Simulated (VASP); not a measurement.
# InSb3 (Pm-3m) in VASP: a series of runs

InSb3 is run at these levels: PBEsol; tasks: single point, relaxation of cell and atoms.

All numbers are computed with VASP 6.6.1; they aren't measurements. Logs are shortened: lines on timing, memory, paths and dates and some standing lists are left out, and cuts for length are marked.

## Step 1: The cell of the first run

The structure is cubic, space group Pm-3m (No. 221). Conventional cell: a = 4.728 Å, b = 4.728 Å, c = 4.728 Å, α = 90.00°, β = 90.00°, γ = 90.00°. In (site symmetry m-3m) has 12 Sb at 3.34 Å within 4.4 Å. Sb (site symmetry 4/mmm) has 4 In at 3.34 Å and 8 Sb at 3.34 Å within 4.4 Å.

## Step 2: Single point, PBEsol

Contents of INCAR:

```
ALGO = Normal ; EDIFF = 1E-7
ENCUT = 520 ; GGA = PS
ISIF = 2 ; ISMEAR = 0
LASPH = T ; LCHARG = F
LREAL = F ; LWAVE = F
NBANDS = 22 ; NELM = 60
PREC = Accurate ; SIGMA = 0.15
```

Contents of KPOINTS:

```
k-points
0
Gamma
  8 8 8
```

Contents of POSCAR:

```
InSb3
1.0
    4.7284623064      0.0000000000      0.0000000000
    0.0000000000      4.7284623064      0.0000000000
    0.0000000000      0.0000000000      4.7284623064
In Sb
1 3
Direct
    0.0000000000      0.0000000000      0.0000000000
    0.5000000000      0.0000000000      0.5000000000
    0.0000000000      0.5000000000      0.5000000000
    0.5000000000      0.5000000000      0.0000000000
```

Potentials or basis: VASP PAW PBE potentials, release 64 (In_d, Sb).

Launch:

```
cat potpaw_PBE.64/In_d/POTCAR potpaw_PBE.64/Sb/POTCAR > POTCAR
mpirun -np 1 vasp_std > vasp.out
```

OUTCAR:

```text
EDIFF = 1E-7
   ENCUT = 520
   GGA = PS
   ISIF = 2
   ISMEAR = 0
   LASPH = T
   LREAL = F
   NELM = 60
   PREC = Accurate

 ion  position               nearest neighbor table
   1  0.000  0.000  0.000-   2 3.34   3 3.34   4 3.34   2 3.34   3 3.34   3 3.34   4 3.34   3 3.34
                             2 3.34   4 3.34   2 3.34   4 3.34
   2  0.500  0.000  0.500-   1 3.34   3 3.34   4 3.34   1 3.34   4 3.34   3 3.34   4 3.34   4 3.34
                             1 3.34   3 3.34   1 3.34   3 3.34
   3  0.000  0.500  0.500-   1 3.34   2 3.34   4 3.34   1 3.34   4 3.34   1 3.34   2 3.34   1 3.34
                             2 3.34   4 3.34   4 3.34   2 3.34
   4  0.500  0.500  0.000-   1 3.34   2 3.34   3 3.34   2 3.34   3 3.34   1 3.34   2 3.34   2 3.34
                             1 3.34   3 3.34   3 3.34   1 3.34

  LATTYP: Found a simple cubic cell.
 ALAT       =     4.7284623064

  Lattice vectors:

 A1 = (   4.7284623064,   0.0000000000,   0.0000000000)
 A2 = (   0.0000000000,   4.7284623064,   0.0000000000)
 A3 = (   0.0000000000,   0.0000000000,   4.7284623064)

Analysis of symmetry for initial positions (statically):
=====================================================================
 Subroutine PRICEL returns:
 Original cell was already a primitive cell.

 Routine SETGRP: Setting up the symmetry group for a
 simple cubic supercell.

 Subroutine GETGRP returns: Found 48 space group operations
 (whereof 48 operations were pure point group operations)
 out of a pool of 48 trial point group operations.

The static configuration has the point symmetry O_h .

Analysis of symmetry for dynamics (positions and initial velocities):
=====================================================================
 Subroutine PRICEL returns:
 Original cell was already a primitive cell.

 Routine SETGRP: Setting up the symmetry group for a
 simple cubic supercell.

 Subroutine GETGRP returns: Found 48 space group operations
 (whereof 48 operations were pure point group operations)
 out of a pool of 48 trial point group operations.

The dynamic configuration has the point symmetry O_h .

 Subroutine INISYM returns: Found 48 space group operations
 (whereof 48 operations are pure point group operations),
 and found     1 'primitive' translations
[... 94 lines left out ...]
   LNONCOLLINEAR =      F non collinear calculations
   LSORBIT =      F    spin-orbit coupling
   LASPH  =      T    aspherical Exc in radial PAW
   ENCUT  =  520.0 eV  38.22 Ry    6.18 a.u.   8.79  8.79  8.79*2*pi/ulx,y,z
   NELM   =     60;   NELMIN=  2; NELMDL= -5     # of ELM steps
   EDIFF  = 0.1E-06   stopping-criterion for ELM
   LREAL  =      F    real-space projection
   EDIFFG = 0.1E-05   stopping-criterion for IOM
   NSW    =      0    number of steps for IOM
   IBRION =     -1    ionic relax: 0-MD 1-quasi-New 2-CG
   NFREE  =      0    steps in history (QN), initial steepest desc. (CG)
   ISIF   =      2    stress and relaxation
   ISYM   =      2    0-nonsym 1-usesym 2-fastsym
   POTIM  = 0.5000    time-step for ionic-motion
   TEBEG  =    0.0;   TEEND  =   0.0 temperature during run
   PSTRESS=    0.0 pullay stress
   NELECT =      28.0000    total number of electrons
   NUPDOWN=      -1.0000    fix difference up-down
   EMIN   =  10.00;   EMAX   =-10.00  energy-range for DOS
   EFERMI =   0.00;   METHOD = LEGACY
   ISMEAR =     0;   SIGMA  =   0.15  broadening in eV -4-tet -1-fermi 0-gaus
   EFERMI_NEDOS =   21; number of points for ismear=-14 and -15
   IALGO  =     38    algorithm
   IMIX   =      4    mixing-type and parameters
     AMIX     =   0.40;   BMIX     =  1.00
     AMIX_MAG =   1.60;   BMIX_MAG =  1.00
  volume/ion in A,a.u.               =      26.43       178.36
  Fermi-wavevector in a.u.,A,eV,Ry     =   1.051334  1.986734 15.038577  1.105304
  Thomas-Fermi vector in A             =   2.186373
   LORBIT       =      0    0 simple, 1 ext, 2 COOP (PROOUT), +10 PAW based schemes
   GGA     = PS    functional components
   LHFCALC =     F    Hartree Fock is set to
   AEXX    =    0.0000 exact exchange contribution
   IVDW    =     0    specifies the selected vdW correction
   LEPSILON=     F    determine dielectric tensor
   LRPA    =     F    only Hartree local field effects (RPA)
 non-spin polarized calculation
 Gauss-broadening in eV      SIGMA  =   0.15
  energy-cutoff  :      520.00
  volume of cell :      105.72
 maximum number of plane-waves:      2897
 NGX is ok and might be reduce to    36
   NGX = 17   NGY = 17   NGZ = 17

 number of electron      28.0000015 magnetization

 Free energy of the ion-electron system (eV)
  ---------------------------------------------------
  ext. energy  EPLUGINS =         0.00000000
  ---------------------------------------------------
  free energy    TOTEN  =       -16.06733294 eV

  energy without entropy =      -16.04537721  energy(sigma->0) =      -16.05635508

 E-fermi :   8.2859     XC(G=0): -10.3956

 val. band max:        8.2654621850   @ k =   0.3750   0.1250   0.0000
 cond. band min:       8.3057113839   @ k =   0.5000   0.3750   0.1250
 fundamental gap:      0.0402491989
 Fermi energy:         8.2859487174

 k-point     1 :       0.0000    0.0000    0.0000
  band No.  band energies     occupation
      1      -6.1831      2.00000
      2      -6.1831      2.00000
      3      -6.1623      2.00000
      4      -6.1623      2.00000
      5      -6.1623      2.00000
      6      -4.2420      2.00000
[... 589 lines left out ...]
     21      13.5270      0.00000
     22      15.9370      0.00000

 [... further k-points ...]

------------------------ aborting loop because EDIFF is reached ----------------------------------------

  FORCE on cell =-STRESS in cart. coord.  units (eV):
  Direction    XX          YY          ZZ          XY          YZ          ZX
  --------------------------------------------------------------------------------------
  -------------------------------------------------------------------------------------
  Total        0.0128535      0.0128535      0.0128535      0.0000000     -0.0000000      0.0000000
  in kB        0.1947922      0.1947922      0.1947922      0.0000000     -0.0000000      0.0000000
  external PRESSURE =       0.1947922 kB  Pullay stress =       0.0000000 kB

 VOLUME and BASIS-vectors are now :
 -----------------------------------------------------------------------------
  energy-cutoff  :      520.00
  volume of cell :      105.72
      direct lattice vectors                 reciprocal lattice vectors
     4.728462306  0.000000000  0.000000000     0.211485243  0.000000000  0.000000000
     0.000000000  4.728462306  0.000000000     0.000000000  0.211485243  0.000000000
     0.000000000  0.000000000  4.728462306     0.000000000  0.000000000  0.211485243

 POSITION                                       TOTAL-FORCE (eV/Angst)
 -----------------------------------------------------------------------------------
      0.00000      0.00000      0.00000         0.000000      0.000000      0.000000
      2.36423      0.00000      2.36423         0.000000      0.000000      0.000000
      0.00000      2.36423      2.36423         0.000000      0.000000      0.000000
      2.36423      2.36423      0.00000         0.000000      0.000000      0.000000
 -----------------------------------------------------------------------------------
    total drift:                                0.000000     -0.000000     -0.000000

  FREE ENERGIE OF THE ION-ELECTRON SYSTEM (eV)
  ---------------------------------------------------
  free  energy   TOTEN  =       -16.0673329427 eV

  energy  without entropy=      -16.0453772098  energy(sigma->0) =      -16.05635508
```

stdout:

```text
POSCAR found type information on POSCAR InSb
 POSCAR found :  2 types and       4 ions
 scaLAPACK will be used
 -----------------------------------------------------------------------------
|                                                                             |
|                                                                             |
|     You enforced a specific xc type in the INCAR file but a different       |
|     I HOPE YOU KNOW WHAT YOU ARE DOING!                                     |
|                                                                             |
 -----------------------------------------------------------------------------

 LDA part: xc-table for (Slater+PW92), standard interpolation
 POSCAR, INCAR and KPOINTS ok, starting setup
 FFT: planning ... GRIDC
 FFT: planning ... GRID_SOFT
 FFT: planning ... GRID
 WAVECAR not read
 entering main loop
```

Run time: 97 s. Hardware: 1 thread of Intel Xeon 8259CL, shared host; peak memory 0.25 GiB.

Results:

```yaml
Free_energy: -16.0673 eV
Pressure: 0.0 GPa
Band_gap_on_the_k_mesh: zero (bands 14 and 15 overlap by 4.90 eV)
```

Caveat: the PAW data sets were made with another functional, which shifts forces and pressure a little; spin-orbit coupling is left out, which moves the levels of the heavy elements.

## Step 3: Single point, PBEsol

Contents of INCAR:

```
ALGO = Normal
EDIFF = 1E-6
ENCUT = 520
GGA = PS
ISIF = 2
ISMEAR = 0
LASPH = True
LCHARG = False
LREAL = False
LWAVE = False
NBANDS = 22
NELM = 100
PREC = Accurate
SIGMA = 0.1
```

Contents of KPOINTS:

```
k-points
0
Gamma
  10 10 10
```

POSCAR is that of step 2.

Potentials or basis: VASP PAW PBE potentials, release 64 (In_d, Sb).

Launch:

```
cat potpaw_PBE.64/In_d/POTCAR potpaw_PBE.64/Sb/POTCAR > POTCAR
mpirun -np 1 vasp_std > vasp.out
```

It took 2 min on 1 thread of Intel Xeon 8259CL, shared host; peak memory 0.28 GiB.

It converged, with:

* Free energy: -16.0677 eV
* Pressure: 0.0 GPa
* Band gap on the k mesh: zero (bands 14 and 15 overlap by 4.89 eV)

Levels at points of the mesh, in eV from the Fermi level:
```
           k point  band 11  band 12  band 13  band 14  band 15  band 16  band 17  band 18
(0.00, 0.00, 0.00)    -4.47    -3.54     0.54     0.54     0.54     1.83     1.83     1.83
(0.50, 0.00, 0.00)    -3.00    -2.18    -2.18    -1.13    -0.90     2.31     2.35     2.35
(0.50, 0.50, 0.00)    -1.59    -1.59    -1.40    -1.10    -1.10    -0.32     1.04     3.52
(0.50, 0.50, 0.50)    -5.19    -5.19    -4.85     3.78     3.78     3.89     3.89     3.89
```

Caveat: the PAW data sets were made with another functional, which shifts forces and pressure a little; spin-orbit coupling is left out, which moves the levels of the heavy elements.

(Continued in part 2 of 2.)
